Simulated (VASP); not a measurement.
Input of a VASP 6.6.1 run:

Contents of INCAR:

```
PREC     = Accurate       # precision mode
ENCUT    = 520            # plane-wave cutoff, eV
EDIFF    = 1E-6           # SCF threshold, eV
ISMEAR   = 0              # smearing method
SIGMA    = 0.1            # smearing width, eV
LREAL    = F              # projectors in reciprocal space
LASPH    = T              # aspherical terms in the spheres
NELM     = 80             # most SCF steps
ALGO     = Normal         # electronic algorithm
ISIF     = 2              # what is computed and relaxed
LWAVE    = F              # write WAVECAR
LCHARG   = F              # write CHGCAR
GGA      = PE             # functional
NBANDS   = 14             # bands
```

KPOINTS

```
Automatic mesh
0
Gamma
  6 6 7
```

POSCAR

```
Mg3Te
1.0
   -2.1393600000      2.1393600000      5.2824880000
    2.1393600000     -2.1393600000      5.2824880000
    2.1393600000      2.1393600000     -5.2824880000
Mg Te
3 1
Direct
    0.5000000000      0.5000000000      0.0000000000
    0.7500000000      0.2500000000      0.5000000000
    0.2500000000      0.7500000000      0.5000000000
    0.0000000000      0.0000000000      0.0000000000
```

Potentials or basis: VASP PAW PBE potentials, release 64 (Mg, Te).

The run is started by

```bash
$ cat potpaw_PBE.64/Mg/POTCAR potpaw_PBE.64/Te/POTCAR > POTCAR
$ mpirun -np 1 vasp_std > vasp.out
```

(1) What does it give for the pressure?

(2) Predict the band gap on the k mesh.

## Answers

(1) 0.0 GPa.

(2) zero (bands 6 and 7 overlap by 1.50 eV).

Caveat: spin-orbit coupling is left out, which moves the levels of the heavy elements.
